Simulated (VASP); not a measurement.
# ZrH4 (Cmmm) in VASP: further runs

ZrH4 is run at these levels: PBE; tasks: relaxation of cell and atoms, single point.

Program: VASP 6.6.1. These are calculated values, not measurements. Logs are shortened: lines on timing, memory, paths and dates and some standing lists are left out, and cuts for length are marked.

## 1. The cell of the first run

Symmetry: Cmmm, No. 65, orthorhombic system. The conventional cell has a = 3.793 Å, b = 6.002 Å, c = 3.516 Å, α = 90.00°, β = 90.00°, γ = 90.00°. Within 2.6 Å of Zr (site symmetry mmm) lie 10 H at 1.98 to 2.12 Å. H (site symmetry m2m) has 7 H at 1.90 to 2.22 Å and 3 Zr at 2.05 to 2.12 Å within 2.5 Å. H (site symmetry 2mm) has 6 H at 1.84 to 2.22 Å and 2 Zr at 1.98 Å within 2.4 Å.

## 2. Relaxation of cell and atoms, PBE

INCAR reads:

```
PREC = Accurate
ENCUT = 600
EDIFF = 1E-6
ISMEAR = 0
SIGMA = 0.1
LREAL = F
LASPH = T
NELM = 60
ALGO = Normal
ISIF = 3
LWAVE = F
LCHARG = F
GGA = PE
IBRION = 2
NSW = 90
EDIFFG = -0.04
```

KPOINTS reads:

```
regular mesh
0
Gamma
  6 6 6
```

POSCAR reads:

```
ZrH4
1.0
    1.8965916161     -3.0012398287      0.0000000000
    1.8965916161      3.0012398287      0.0000000000
    0.0000000000      0.0000000000      3.5157326172
Zr H
1 4
Direct
    0.0000000000      0.0000000000      0.0000000000
    0.6583415781      0.3416584219      0.0000000000
    0.3416584219      0.6583415781      0.0000000000
    0.7570749850      0.7570749850      0.5000000000
    0.2429250150      0.2429250150      0.5000000000
```

Potentials or basis: VASP PAW PBE potentials, release 64 (Zr_sv, H).

On the command line:

```
> cat potpaw_PBE.64/Zr_sv/POTCAR potpaw_PBE.64/H/POTCAR > POTCAR
> mpirun -np 1 vasp_std > vasp.out
```

OUTCAR:

```text
PREC = Accurate
   ENCUT = 600
   EDIFF = 1E-6
   ISMEAR = 0
   LREAL = F
   LASPH = T
   NELM = 60
   ISIF = 3
   GGA = PE
   IBRION = 2
   NSW = 90
   EDIFFG = -0.04

 ion  position               nearest neighbor table
   1  0.000  0.000  0.000-   4 1.98   5 1.98   4 1.98   5 1.98   2 2.05   3 2.05   2 2.12   3 2.12
                             2 2.12   3 2.12
   2  0.658  0.342  0.000-   1 2.05   1 2.12   1 2.12
   3  0.342  0.658  0.000-   1 2.05   1 2.12   1 2.12
   4  0.757  0.757  0.500-   1 1.98   1 1.98
   5  0.243  0.243  0.500-   1 1.98   1 1.98

  LATTYP: Found a base centered orthorhombic cell.
 ALAT       =     3.7931832322
 B/A-ratio  =     1.5824386248
 C/A-ratio  =     0.9268554673

  Lattice vectors:

 A1 = (   1.8965916161,  -3.0012398287,   0.0000000000)
 A2 = (   1.8965916161,   3.0012398287,   0.0000000000)
 A3 = (   0.0000000000,   0.0000000000,   3.5157326172)

Analysis of symmetry for initial positions (statically):
=====================================================================
 Subroutine PRICEL returns:
 Original cell was already a primitive cell.

 Routine SETGRP: Setting up the symmetry group for a
 base centered orthorhombic supercell.

 Subroutine GETGRP returns: Found  8 space group operations
 (whereof  8 operations were pure point group operations)
 out of a pool of  8 trial point group operations.

The static configuration has the point symmetry D_2h.

Analysis of symmetry for dynamics (positions and initial velocities):
=====================================================================
 Subroutine PRICEL returns:
 Original cell was already a primitive cell.

 Routine SETGRP: Setting up the symmetry group for a
 base centered orthorhombic supercell.

 Subroutine GETGRP returns: Found  8 space group operations
 (whereof  8 operations were pure point group operations)
 out of a pool of  8 trial point group operations.

The dynamic configuration has the point symmetry D_2h.

 Subroutine INISYM returns: Found  8 space group operations
 (whereof  8 operations are pure point group operations),
 and found     1 'primitive' translations

----------------------------------------------------------------------------------------

                                     Primitive cell

  volume of cell :      40.0240

  direct lattice vectors                    reciprocal lattice vectors
     1.896591616 -3.001239829  0.000000000     0.263630818 -0.166597816  0.000000000
     1.896591616  3.001239829  0.000000000     0.263630818  0.166597816  0.000000000
     0.000000000  0.000000000  3.515732617     0.000000000  0.000000000  0.284435738

  length of vectors
     3.550281717  3.550281717  3.515732617     0.311859008  0.311859008  0.284435738

  position of ions in fractional coordinates (direct lattice)
     0.000000000  0.000000000  0.000000000
     0.658341578  0.341658422  0.000000000
     0.341658422  0.658341578  0.000000000
     0.757074985  0.757074985  0.500000000
     0.242925015  0.242925015  0.500000000

  ion indices of the primitive-cell ions
   primitive index   ion index
                 1           1
                 2           2
                 3           3
                 4           4
                 5           5

----------------------------------------------------------------------------------------

 KPOINTS: regular mesh

Automatic generation of k-mesh.
 Grid dimensions read from file:
 generate k-points for:    6    6    6

 Generating k-lattice:

  Cartesian coordinates                     Fractional coordinates (reciprocal lattice)
     0.043938470 -0.027766303  0.000000000     0.166666667 -0.000000000  0.000000000
     0.043938470  0.027766303  0.000000000    -0.000000000  0.166666667  0.000000000
     0.000000000  0.000000000  0.047405956     0.000000000  0.000000000  0.166666667

  Length of vectors
     0.051976501  0.051976501  0.047405956

  Shift w.r.t. Gamma in fractional coordinates (k-lattice)
     0.000000000  0.000000000  0.000000000

 Subroutine IBZKPT returns following result:
 ===========================================

 Found     52 irreducible k-points:

 Following reciprocal coordinates:
            Coordinates               Weight
  0.000000  0.000000  0.000000      1.000000
  0.166667  0.000000  0.000000      4.000000
  0.333333 -0.000000  0.000000      4.000000
  0.500000 -0.000000  0.000000      2.000000
  0.166667  0.166667  0.000000      2.000000
  0.333333  0.166667  0.000000      4.000000
[... 16 lines left out ...]
  0.333333  0.333333  0.166667      4.000000
  0.500000  0.333333  0.166667      8.000000
 [... further k-points ...]
   k-points           NKPTS =     52   k-points in BZ     NKDIM =     52   number of bands    NBANDS=     12
   number of dos      NEDOS =    301   number of ions     NIONS =      5
   total plane-waves  NPLWV =  21952
   dimension x,y,z NGX =    28 NGY =   28 NGZ =   28
   dimension x,y,z NGXF=    56 NGYF=   56 NGZF=   56
   ions per type =               1   4
   NGX,Y,Z   is equivalent  to a cutoff of  13.11, 13.11, 13.24 a.u.
   NGXF,Y,Z  is equivalent  to a cutoff of  26.22, 26.22, 26.48 a.u.
 SYSTEM =  unknown system
   PREC   = accura    normal or accurate (medium, high low for compatibility)
   ISTART =      0    job   : 0-new  1-cont  2-samecut
   ICHARG =      2    charge: 1-file 2-atom 10-const
   ISPIN  =      1    spin polarized calculation?
   LNONCOLLINEAR =      F non collinear calculations
   LSORBIT =      F    spin-orbit coupling
   LASPH  =      T    aspherical Exc in radial PAW
   ENCUT  =  600.0 eV  44.10 Ry    6.64 a.u.   7.09  7.09  7.02*2*pi/ulx,y,z
   NELM   =     60;   NELMIN=  2; NELMDL= -5     # of ELM steps
   EDIFF  = 0.1E-05   stopping-criterion for ELM
   LREAL  =      F    real-space projection
   EDIFFG = -.4E-01   stopping-criterion for IOM
   NSW    =     90    number of steps for IOM
   IBRION =      2    ionic relax: 0-MD 1-quasi-New 2-CG
   NFREE  =      1    steps in history (QN), initial steepest desc. (CG)
   ISIF   =      3    stress and relaxation
   ISYM   =      2    0-nonsym 1-usesym 2-fastsym
   POTIM  = 0.5000    time-step for ionic-motion
   TEBEG  =    0.0;   TEEND  =   0.0 temperature during run
   PSTRESS=    0.0 pullay stress
   NELECT =      16.0000    total number of electrons
   NUPDOWN=      -1.0000    fix difference up-down
   EMIN   =  10.00;   EMAX   =-10.00  energy-range for DOS
   EFERMI =   0.00;   METHOD = LEGACY
   ISMEAR =     0;   SIGMA  =   0.10  broadening in eV -4-tet -1-fermi 0-gaus
   EFERMI_NEDOS =   21; number of points for ismear=-14 and -15
   IALGO  =     38    algorithm
   IMIX   =      4    mixing-type and parameters
     AMIX     =   0.40;   BMIX     =  1.00
     AMIX_MAG =   1.60;   BMIX_MAG =  1.00
  volume/ion in A,a.u.               =       8.00        54.02
  Fermi-wavevector in a.u.,A,eV,Ry     =   1.205984  2.278978 19.788262  1.454396
  Thomas-Fermi vector in A             =   2.341664
   LORBIT       =      0    0 simple, 1 ext, 2 COOP (PROOUT), +10 PAW based schemes
   GGA     = PE    functional components
   LHFCALC =     F    Hartree Fock is set to
   AEXX    =    0.0000 exact exchange contribution
   IVDW    =     0    specifies the selected vdW correction
   LEPSILON=     F    determine dielectric tensor
   LRPA    =     F    only Hartree local field effects (RPA)
 conjugate gradient relaxation of ions
 non-spin polarized calculation
 Gauss-broadening in eV      SIGMA  =   0.10
  energy-cutoff  :      600.00
  volume of cell :       40.02
 maximum number of plane-waves:      1356
   NGX = 15   NGY = 15   NGZ = 15

--------------------------------------- Ionic step        1  -------------------------------------------

 number of electron      16.0000001 magnetization

 Free energy of the ion-electron system (eV)
  ---------------------------------------------------
  ext. energy  EPLUGINS =         0.00000000
  ---------------------------------------------------
  free energy    TOTEN  =       -22.53084313 eV

  energy without entropy =      -22.52779230  energy(sigma->0) =      -22.52931771

------------------------ aborting loop because EDIFF is reached ----------------------------------------

  FORCE on cell =-STRESS in cart. coord.  units (eV):
  Direction    XX          YY          ZZ          XY          YZ          ZX
  --------------------------------------------------------------------------------------
  -------------------------------------------------------------------------------------
  Total       -0.3871653      0.0841838      0.2384820      0.0000000      0.0000000      0.0000000
  in kB      -15.4983940      3.3699135      9.5465357      0.0000000      0.0000000      0.0000000
  external PRESSURE =      -0.8606483 kB  Pullay stress =       0.0000000 kB
[... 63 lines left out ...]
  energy  without entropy=      -22.5294557058  energy(sigma->0) =      -22.53099335

--------------------------------------- Ionic step        3  -------------------------------------------

 number of electron      16.0000001 magnetization

 Free energy of the ion-electron system (eV)
  ---------------------------------------------------
  ext. energy  EPLUGINS =         0.00000000
  ---------------------------------------------------
  free energy    TOTEN  =       -22.53318334 eV

  energy without entropy =      -22.52990516  energy(sigma->0) =      -22.53154425

 E-fermi :   5.0598     XC(G=0): -10.1482

 val. band max:        5.0494529676   @ k =   0.0000   0.0000   0.3333
 cond. band min:       5.0903235590   @ k =   0.5000   0.1667   0.0000
 fundamental gap:      0.0408705914
 Fermi energy:         5.0598425705

 k-point     1 :       0.0000    0.0000    0.0000
  band No.  band energies     occupation
      1     -44.1318      2.00000
      2     -22.1339      2.00000
      3     -22.0206      2.00000
      4     -21.9745      2.00000
      5      -4.0834      2.00000
      6      -0.2694      2.00000
      7       4.7970      1.99980
      8       5.1586      0.16268
      9       5.4968      0.00000
     10       6.6916      0.00000
     11       7.6682      0.00000
     12       8.2447      0.00000
[... 331 lines left out ...]
 k-point    24 :       0.5000    0.3333    0.1667
  band No.  band energies     occupation
      1     -44.0987      2.00000
      2     -22.4197      2.00000
      3     -22.1255      2.00000
      4     -22.0146      2.00000
      5      -1.6284      2.00000
      6       0.7993      2.00000
      7       0.9761      2.00000
      8       3.7717      2.00000
      9       5.7167      0.00000
     10       8.2415      0.00000
     11       8.9703      0.00000
     12       9.1644      0.00000

 [... further k-points ...]
[... 5 lines left out ...]
  --------------------------------------------------------------------------------------
  -------------------------------------------------------------------------------------
  Total       -0.0165163      0.0695253     -0.0791974      0.0000000      0.0000000      0.0000000
  in kB       -0.6620487      2.7868944     -3.1745980      0.0000000      0.0000000      0.0000000
  external PRESSURE =      -0.3499175 kB  Pullay stress =       0.0000000 kB
[... 20 lines left out ...]
  FREE ENERGIE OF THE ION-ELECTRON SYSTEM (eV)
  ---------------------------------------------------
  free  energy   TOTEN  =       -22.5331833413 eV

  energy  without entropy=      -22.5299051568  energy(sigma->0) =      -22.53154425

 reached required accuracy - stopping structural energy minimisation
```

Run time: 51 s. Hardware: 1 thread of Intel Xeon Platinum 8259CL at 2.50GHz (Skylake/Cascade Lake), shared host; peak memory 0.18 GiB.

What came out:

```
Free energy                            : -22.5332 eV
Relaxed volume                         : 7.99 Å³/atom
Relaxed cell                           : a = 3.547 Å, b = 3.547 Å, c = 3.533 Å, α = 90.00°, β = 90.00°, γ = 115.91°
Space group after relaxing (to 0.05 Å) : Cmmm (No. 65)
Energy gained by relaxing              : 0.5 meV/atom
Ionic steps                            : 3
Pressure after relaxing                : 0.0 GPa
Largest force after relaxing           : 0.040 eV/Å
Band gap on the k mesh                 : zero (band 8 reaches 5.66 eV, above the bottom of band 9 at 3.45 eV)
```

Forces on the atoms (eV/Å):
```
Zr   0.000  0.000  0.000
H    0.000 -0.040  0.000
H    0.000  0.040  0.000
H   -0.006  0.000  0.000
H    0.006  0.000  0.000
```

Step by step:
```tsv
step	energy change (eV)	largest force (eV/Å)	pressure (GPa)	volume (Å³)
1	0.0000	0.0360	-0.09	40.02
2	-0.0017	0.0267	-0.07	40.00
3	-0.0023	0.0398	-0.03	39.97
```

Final structure:
```
Zr H
1.0
     1.88169   -3.00637    0.00000
     1.88169    3.00637    0.00000
     0.00000    0.00000    3.53275
Zr H
1 4
Cartesian
  0.0000 0.0000 0.0000
  1.8817 -0.9536 0.0000
  1.8817 0.9536 0.0000
  2.8455 0.0000 1.7664
  0.9179 0.0000 1.7664
```

(Continued in part 2 of 2.)
